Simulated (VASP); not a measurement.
# InSb3 (Pm-3m) in VASP: notebook

Runs on InSb3. Level: PBE. Tasks: single point.

Everything below comes from runs of VASP 6.6.1. Logs are shortened: lines on timing, memory, paths and dates and some standing lists are left out, and cuts for length are marked.

### Step 1. The cell of the first run

It takes space group Pm-3m (No. 221, cubic). The conventional cell has a = 4.812 Å, b = 4.812 Å, c = 4.812 Å, α = 90.00°, β = 90.00°, γ = 90.00°. Within 4.5 Å of Sb (site symmetry 4/mmm) lie 8 Sb at 3.40 Å and 4 In at 3.40 Å. In (site symmetry m-3m) has 12 Sb at 3.40 Å within 4.5 Å.

### Step 2. Single point, PBE

INCAR reads:

```
  PREC = Accurate
  ENCUT = 520
  EDIFF = 1E-7
  ISMEAR = -1
  SIGMA = 0.05
  LREAL = False
  LASPH = True
  NELM = 100
  ALGO = Normal
  ISIF = 2
  LWAVE = False
  LCHARG = False
  GGA = PE
  NBANDS = 22
```

KPOINTS reads:

```
regular mesh
0
Gamma
  6 6 6
```

POSCAR reads:

```
InSb3
1.0
    4.8121473182      0.0000000000      0.0000000000
    0.0000000000      4.8121473182      0.0000000000
    0.0000000000      0.0000000000      4.8121473182
Sb In
3 1
Direct
    0.5000000000      0.5000000000      0.0000000000
    0.0000000000      0.5000000000      0.5000000000
    0.5000000000      0.0000000000      0.5000000000
    0.0000000000      0.0000000000      0.0000000000
```

Potentials or basis: VASP PAW PBE potentials, release 64 (Sb, In_d).

Started as:

```bash
cat potpaw_PBE.64/Sb/POTCAR potpaw_PBE.64/In_d/POTCAR > POTCAR
mpirun -np 1 vasp_std > vasp.out
```

OUTCAR:

```text
PREC = Accurate
   ENCUT = 520
   EDIFF = 1E-7
   ISMEAR = -1
   LREAL = False
   LASPH = True
   NELM = 100
   ISIF = 2
   GGA = PE

 ion  position               nearest neighbor table
   1  0.500  0.500  0.000-   2 3.40   3 3.40   4 3.40   2 3.40   3 3.40   3 3.40   4 3.40   3 3.40
                             2 3.40   4 3.40   2 3.40   4 3.40
   2  0.000  0.500  0.500-   1 3.40   3 3.40   4 3.40   1 3.40   4 3.40   3 3.40   4 3.40   4 3.40
                             1 3.40   3 3.40   1 3.40   3 3.40
   3  0.500  0.000  0.500-   1 3.40   2 3.40   4 3.40   1 3.40   4 3.40   1 3.40   2 3.40   1 3.40
                             2 3.40   4 3.40   4 3.40   2 3.40
   4  0.000  0.000  0.000-   1 3.40   2 3.40   3 3.40   2 3.40   3 3.40   1 3.40   2 3.40   2 3.40
                             1 3.40   3 3.40   3 3.40   1 3.40

  LATTYP: Found a simple cubic cell.
 ALAT       =     4.8121473182

  Lattice vectors:

 A1 = (   4.8121473182,   0.0000000000,   0.0000000000)
 A2 = (   0.0000000000,   4.8121473182,   0.0000000000)
 A3 = (   0.0000000000,   0.0000000000,   4.8121473182)

Analysis of symmetry for initial positions (statically):
=====================================================================
 Subroutine PRICEL returns:
 Original cell was already a primitive cell.

 Routine SETGRP: Setting up the symmetry group for a
 simple cubic supercell.

 Subroutine GETGRP returns: Found 48 space group operations
 (whereof 48 operations were pure point group operations)
 out of a pool of 48 trial point group operations.

The static configuration has the point symmetry O_h .

Analysis of symmetry for dynamics (positions and initial velocities):
=====================================================================
 Subroutine PRICEL returns:
 Original cell was already a primitive cell.

 Routine SETGRP: Setting up the symmetry group for a
 simple cubic supercell.

 Subroutine GETGRP returns: Found 48 space group operations
 (whereof 48 operations were pure point group operations)
 out of a pool of 48 trial point group operations.

The dynamic configuration has the point symmetry O_h .

 Subroutine INISYM returns: Found 48 space group operations
 (whereof 48 operations are pure point group operations),
 and found     1 'primitive' translations

----------------------------------------------------------------------------------------

                                     Primitive cell

  volume of cell :     111.4337

  direct lattice vectors                    reciprocal lattice vectors
     4.812147318  0.000000000  0.000000000     0.207807437  0.000000000  0.000000000
     0.000000000  4.812147318  0.000000000     0.000000000  0.207807437  0.000000000
     0.000000000  0.000000000  4.812147318     0.000000000  0.000000000  0.207807437

  length of vectors
     4.812147318  4.812147318  4.812147318     0.207807437  0.207807437  0.207807437

  position of ions in fractional coordinates (direct lattice)
     0.500000000  0.500000000  0.000000000
     0.000000000  0.500000000  0.500000000
     0.500000000  0.000000000  0.500000000
     0.000000000  0.000000000  0.000000000

  ion indices of the primitive-cell ions
   primitive index   ion index
                 1           1
                 2           2
                 3           3
                 4           4

----------------------------------------------------------------------------------------

 KPOINTS: regular mesh

Automatic generation of k-mesh.
 Grid dimensions read from file:
 generate k-points for:    6    6    6

 Generating k-lattice:

  Cartesian coordinates                     Fractional coordinates (reciprocal lattice)
     0.034634573  0.000000000  0.000000000     0.166666667  0.000000000  0.000000000
     0.000000000  0.034634573  0.000000000     0.000000000  0.166666667  0.000000000
     0.000000000  0.000000000  0.034634573     0.000000000  0.000000000  0.166666667

  Length of vectors
     0.034634573  0.034634573  0.034634573

  Shift w.r.t. Gamma in fractional coordinates (k-lattice)
     0.000000000  0.000000000  0.000000000

 Subroutine IBZKPT returns following result:
 ===========================================

 Found     20 irreducible k-points:

 Following reciprocal coordinates:
            Coordinates               Weight
  0.000000  0.000000  0.000000      1.000000
  0.166667  0.000000  0.000000      6.000000
  0.333333  0.000000  0.000000      6.000000
  0.500000  0.000000  0.000000      3.000000
  0.166667  0.166667  0.000000     12.000000
  0.333333  0.166667  0.000000     24.000000
[... 12 lines left out ...]
  0.500000  0.500000  0.333333      6.000000
  0.500000  0.500000  0.500000      1.000000
   k-points           NKPTS =     20   k-points in BZ     NKDIM =     20   number of bands    NBANDS=     22
   number of dos      NEDOS =    301   number of ions     NIONS =      4
   total plane-waves  NPLWV =  46656
   dimension x,y,z NGX =    36 NGY =   36 NGZ =   36
   dimension x,y,z NGXF=    72 NGYF=   72 NGZF=   72
   ions per type =               3   1
   NGX,Y,Z   is equivalent  to a cutoff of  12.44, 12.44, 12.44 a.u.
   NGXF,Y,Z  is equivalent  to a cutoff of  24.87, 24.87, 24.87 a.u.
 SYSTEM =  unknown system
   PREC   = accura    normal or accurate (medium, high low for compatibility)
   ISTART =      0    job   : 0-new  1-cont  2-samecut
   ICHARG =      2    charge: 1-file 2-atom 10-const
   ISPIN  =      1    spin polarized calculation?
   LNONCOLLINEAR =      F non collinear calculations
   LSORBIT =      F    spin-orbit coupling
   LASPH  =      T    aspherical Exc in radial PAW
   ENCUT  =  520.0 eV  38.22 Ry    6.18 a.u.   8.95  8.95  8.95*2*pi/ulx,y,z
   NELM   =    100;   NELMIN=  2; NELMDL= -5     # of ELM steps
   EDIFF  = 0.1E-06   stopping-criterion for ELM
   LREAL  =      F    real-space projection
   EDIFFG = 0.1E-05   stopping-criterion for IOM
   NSW    =      0    number of steps for IOM
   IBRION =     -1    ionic relax: 0-MD 1-quasi-New 2-CG
   NFREE  =      0    steps in history (QN), initial steepest desc. (CG)
   ISIF   =      2    stress and relaxation
   ISYM   =      2    0-nonsym 1-usesym 2-fastsym
   POTIM  = 0.5000    time-step for ionic-motion
   TEBEG  =    0.0;   TEEND  =   0.0 temperature during run
   PSTRESS=    0.0 pullay stress
   NELECT =      28.0000    total number of electrons
   NUPDOWN=      -1.0000    fix difference up-down
   EMIN   =  10.00;   EMAX   =-10.00  energy-range for DOS
   EFERMI =   0.00;   METHOD = LEGACY
   ISMEAR =    -1;   SIGMA  =   0.05  broadening in eV -4-tet -1-fermi 0-gaus
   EFERMI_NEDOS =   21; number of points for ismear=-14 and -15
   IALGO  =     38    algorithm
   IMIX   =      4    mixing-type and parameters
     AMIX     =   0.40;   BMIX     =  1.00
     AMIX_MAG =   1.60;   BMIX_MAG =  1.00
  volume/ion in A,a.u.               =      27.86       188.00
  Fermi-wavevector in a.u.,A,eV,Ry     =   1.033051  1.952184 14.520072  1.067195
  Thomas-Fermi vector in A             =   2.167279
   LORBIT       =      0    0 simple, 1 ext, 2 COOP (PROOUT), +10 PAW based schemes
   GGA     = PE    functional components
   LHFCALC =     F    Hartree Fock is set to
   AEXX    =    0.0000 exact exchange contribution
   IVDW    =     0    specifies the selected vdW correction
   LEPSILON=     F    determine dielectric tensor
   LRPA    =     F    only Hartree local field effects (RPA)
 non-spin polarized calculation
  energy-cutoff  :      520.00
  volume of cell :      111.43
 maximum number of plane-waves:      3028
 NGX is ok and might be reduce to    36
   NGX = 17   NGY = 17   NGZ = 17

 number of electron      28.0000007 magnetization

 Free energy of the ion-electron system (eV)
  ---------------------------------------------------
  ext. energy  EPLUGINS =         0.00000000
  ---------------------------------------------------
  free energy    TOTEN  =       -14.25322750 eV

  energy without entropy =      -14.23233849  energy(sigma->0) =      -14.24278299

 E-fermi :   7.8042     XC(G=0): -10.0456

 val. band max:        7.7924080590   @ k =   0.5000   0.3333   0.0000
 cond. band min:       7.8814641218   @ k =   0.1667   0.1667   0.1667
 fundamental gap:      0.0890560628
 Fermi energy:         7.8042040227

 k-point     1 :       0.0000    0.0000    0.0000
  band No.  band energies     occupation
      1      -6.7431      2.00000
      2      -6.7431      2.00000
      3      -6.7271      2.00000
      4      -6.7271      2.00000
      5      -6.7271      2.00000
      6      -4.3492      2.00000
[... 14 lines left out ...]
     21      12.7295      0.00000
     22      12.9587      0.00000

 k-point     2 :       0.1667    0.0000    0.0000
  band No.  band energies     occupation
      1      -6.7418      2.00000
      2      -6.7393      2.00000
      3      -6.7299      2.00000
      4      -6.7299      2.00000
      5      -6.7271      2.00000
      6      -4.1815      2.00000
[... 14 lines left out ...]
     21      13.4579      0.00000
     22      13.4593      0.00000

 k-point     3 :       0.3333    0.0000    0.0000
  band No.  band energies     occupation
      1      -6.7391      2.00000
      2      -6.7354      2.00000
      3      -6.7354      2.00000
      4      -6.7316      2.00000
      5      -6.7269      2.00000
      6      -3.6970      2.00000
[... 14 lines left out ...]
     21      12.4611      0.00000
     22      13.4711      0.00000
[... 376 lines left out ...]
 k-point    19 :       0.5000    0.5000    0.3333
  band No.  band energies     occupation
      1      -6.7596      2.00000
      2      -6.7532      2.00000
      3      -6.7532      2.00000
      4      -6.7161      2.00000
      5      -6.7120      2.00000
      6      -1.3589      2.00000
[... 14 lines left out ...]
     21      13.6605      0.00000
     22      15.9265      0.00000

 k-point    20 :       0.5000    0.5000    0.5000
  band No.  band energies     occupation
      1      -6.7585      2.00000
      2      -6.7585      2.00000
      3      -6.7585      2.00000
      4      -6.7115      2.00000
      5      -6.7115      2.00000
      6      -1.1881      2.00000
[... 14 lines left out ...]
     21      14.1550      0.00000
     22      16.0972      0.00000

------------------------ aborting loop because EDIFF is reached ----------------------------------------

  FORCE on cell =-STRESS in cart. coord.  units (eV):
  Direction    XX          YY          ZZ          XY          YZ          ZX
  --------------------------------------------------------------------------------------
  -------------------------------------------------------------------------------------
  Total       -0.0694854     -0.0694854     -0.0694854     -0.0000000     -0.0000000      0.0000000
  in kB       -0.9990503     -0.9990503     -0.9990503     -0.0000000     -0.0000000      0.0000000
  external PRESSURE =      -0.9990503 kB  Pullay stress =       0.0000000 kB

 VOLUME and BASIS-vectors are now :
 -----------------------------------------------------------------------------
  energy-cutoff  :      520.00
  volume of cell :      111.43
      direct lattice vectors                 reciprocal lattice vectors
     4.812147318  0.000000000  0.000000000     0.207807437  0.000000000  0.000000000
     0.000000000  4.812147318  0.000000000     0.000000000  0.207807437  0.000000000
     0.000000000  0.000000000  4.812147318     0.000000000  0.000000000  0.207807437

 POSITION                                       TOTAL-FORCE (eV/Angst)
 -----------------------------------------------------------------------------------
      2.40607      2.40607      0.00000         0.000000      0.000000      0.000000
      0.00000      2.40607      2.40607         0.000000      0.000000      0.000000
      2.40607      0.00000      2.40607         0.000000      0.000000      0.000000
      0.00000      0.00000      0.00000         0.000000      0.000000      0.000000
 -----------------------------------------------------------------------------------
    total drift:                                0.000000     -0.000000     -0.000000

  FREE ENERGIE OF THE ION-ELECTRON SYSTEM (eV)
  ---------------------------------------------------
  free  energy   TOTEN  =       -14.2532274971 eV

  energy  without entropy=      -14.2323384905  energy(sigma->0) =      -14.24278299
```

Wall time 59 s (1 thread of Intel Xeon 8259CL, shared host); peak memory 0.22 GiB.

What came out:

| Property | Result |
| --- | --- |
| Free energy | -14.2532 eV |
| Pressure | -0.1 GPa |
| Band gap on the k mesh | zero (bands 14 and 15 overlap by 4.60 eV) |

Caveat: spin-orbit coupling is left out, which moves the levels of the heavy elements.

### Step 3. Single point, PBE

INCAR reads:

```
PREC     = Accurate       # precision mode
ENCUT    = 520            # plane-wave cutoff, eV
EDIFF    = 1E-7           # SCF threshold, eV
ISMEAR   = -1             # smearing method
SIGMA    = 0.05           # smearing width, eV
LREAL    = False          # projectors in reciprocal space
LASPH    = True           # aspherical terms in the spheres
NELM     = 60             # most SCF steps
ALGO     = Normal         # electronic algorithm
ISIF     = 2              # what is computed and relaxed
LWAVE    = False          # write WAVECAR
LCHARG   = True           # write CHGCAR
GGA      = PE             # functional
LELF     = True           # ELF
LVHAR    = True         
NBANDS   = 22             # bands
```

KPOINTS is that of step 2.

POSCAR reads:

```
InSb3
1.0
    4.8112273397      0.0000000000      0.0000000000
    0.0000000000      4.8112273397      0.0000000000
    0.0000000000      0.0000000000      4.8112273397
Sb In
3 1
Direct
    0.5000000000      0.5000000000      0.0000000000
    0.0000000000      0.5000000000      0.5000000000
    0.5000000000      0.0000000000      0.5000000000
    0.0000000000      0.0000000000      0.0000000000
```

Potentials or basis: VASP PAW PBE potentials, release 64 (Sb, In_d).

Started as:

```bash
cat potpaw_PBE.64/Sb/POTCAR potpaw_PBE.64/In_d/POTCAR > POTCAR
mpirun -np 1 vasp_std > vasp.out
```

It took 63 s on 1 thread of Intel Xeon 8259CL, shared host; peak memory 0.22 GiB.

It converged, with:

```
Free energy            : -14.2532 eV
Pressure               : -0.1 GPa
Band gap on the k mesh : zero (bands 14 and 15 overlap by 4.60 eV)
```

Levels at points of the mesh, in eV from the Fermi level:
| k point | band 10 | band 11 | band 12 | band 13 | band 14 | band 15 | band 16 | band 17 | band 18 | band 19 |
| --- | --- | --- | --- | --- | --- | --- | --- | --- | --- | --- |
| (0.00, 0.00, 0.00) | -4.28 | -4.28 | -3.59 | 0.42 | 0.42 | 0.42 | 1.72 | 1.72 | 1.72 | 4.69 |
| (0.50, 0.00, 0.00) | -2.90 | -2.90 | -2.10 | -2.10 | -1.12 | -0.84 | 1.97 | 2.15 | 2.15 | 2.41 |
| (0.50, 0.50, 0.00) | -2.47 | -1.65 | -1.65 | -1.34 | -1.12 | -1.12 | -0.48 | 1.04 | 3.25 | 3.43 |
| (0.50, 0.50, 0.50) | -4.97 | -4.97 | -4.97 | -4.79 | 3.48 | 3.48 | 3.54 | 3.54 | 3.54 | 6.35 |

Caveat: spin-orbit coupling is left out, which moves the levels of the heavy elements.

### Step 4. Single point, PBE

INCAR reads:

```
SYSTEM = InSb3
  ALGO = Normal
  EDIFF = 1E-6
  ENCUT = 520
  GGA = PE
  ISIF = 2
  ISMEAR = -1
  LASPH = .TRUE.
  LCHARG = .FALSE.
  LREAL = .FALSE.
  LWAVE = .FALSE.
  NBANDS = 22
  NELM = 80
  PREC = Accurate
  SIGMA = 0.05
```

KPOINTS reads:

```
k-points
0
G
  6 6 6
  0 0 0
```

POSCAR reads:

```
InSb3
1.0
    4.8153046388      0.0000000000      0.0000000000
    0.0000000000      4.8153046388      0.0000000000
    0.0000000000      0.0000000000      4.8153046388
Sb In
3 1
Direct
    0.5000000000      0.5000000000      0.0000000000
    0.0000000000      0.5000000000      0.5000000000
    0.5000000000      0.0000000000      0.5000000000
    0.0000000000      0.0000000000      0.0000000000
```

Started as:

```bash
cat potpaw_PBE.64/Sb/POTCAR potpaw_PBE.64/In_d/POTCAR > POTCAR
mpirun -np 1 vasp_std > vasp.out
```

Run time: 46 s. Hardware: 1 thread of Intel Xeon 8259CL, shared host; peak memory 0.22 GiB.

Results (log left out):

```yaml
Free_energy: -14.2530 eV
Pressure: -0.2 GPa
Band_gap_on_the_k_mesh: zero (bands 14 and 15 overlap by 4.59 eV)
```

Levels at points of the mesh, in eV from the Fermi level:
| k point | band 11 | band 12 | band 13 | band 14 | band 15 | band 16 | band 17 | band 18 |
| --- | --- | --- | --- | --- | --- | --- | --- | --- |
| (0.00, 0.00, 0.00) | -4.27 | -3.59 | 0.42 | 0.42 | 0.42 | 1.72 | 1.72 | 1.72 |
| (0.50, 0.00, 0.00) | -2.89 | -2.10 | -2.10 | -1.12 | -0.84 | 1.95 | 2.14 | 2.14 |
| (0.50, 0.50, 0.00) | -1.65 | -1.65 | -1.34 | -1.12 | -1.12 | -0.48 | 1.04 | 3.23 |
| (0.50, 0.50, 0.50) | -4.96 | -4.96 | -4.79 | 3.47 | 3.47 | 3.52 | 3.52 | 3.52 |

Caveat: spin-orbit coupling is left out, which moves the levels of the heavy elements.

### Step 5. The runs side by side

| cell | gap on the mesh (eV) | pressure (GPa) |
| --- | --- | --- |
| a = 4.812 Å, 4 atoms | none | -0.1 |
| a = 4.811 Å, 4 atoms | none | -0.1 |
| a = 4.815 Å, 4 atoms | none | -0.2 |

Alike in all rows: task single point; level PBE; potentials or basis VASP PAW PBE potentials, release 64 (Sb, In_d); no spin polarisation; k mesh 6 × 6 × 6; cutoff (eV) 520; smearing fermi-dirac 0.05 eV.

Caveats: spin-orbit coupling is left out, which moves the levels of the heavy elements.

Absolute energies hang on the potentials; compare differences alone.
